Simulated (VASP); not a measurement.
Here is a VASP 6.6.1 calculation.

Contents of INCAR:

```
  PREC = Accurate
  ENCUT = 520
  EDIFF = 1E-6
  ISMEAR = 0
  SIGMA = 0.15
  LREAL = F
  LASPH = T
  NELM = 80
  ALGO = Normal
  ISIF = 2
  LWAVE = F
  LCHARG = F
  GGA = CA
  NBANDS = 8
```

Contents of KPOINTS:

```
regular mesh
0
Gamma
  22 22 22
```

The input POSCAR:

```
Si
1.0
   -1.6269149300      1.6269149300      1.3203298500
    1.6269149300     -1.6269149300      1.3203298500
    1.6269149300      1.6269149300     -1.3203298500
Si
1
Direct
    0.0000000000      0.0000000000      0.0000000000
```

Potentials or basis: VASP PAW LDA potentials, release 64 (Si).

Launch:

```console
$ cat potpaw_LDA.64/Si/POTCAR > POTCAR
$ mpirun -np 1 vasp_std > vasp.out
```

(1) Estimate the pressure.

(2) Estimate the band gap on the k mesh.

## Answers

(1) -0.2 GPa.

(2) zero (band 2 reaches 20.30 eV, above the bottom of band 3 at 6.82 eV).
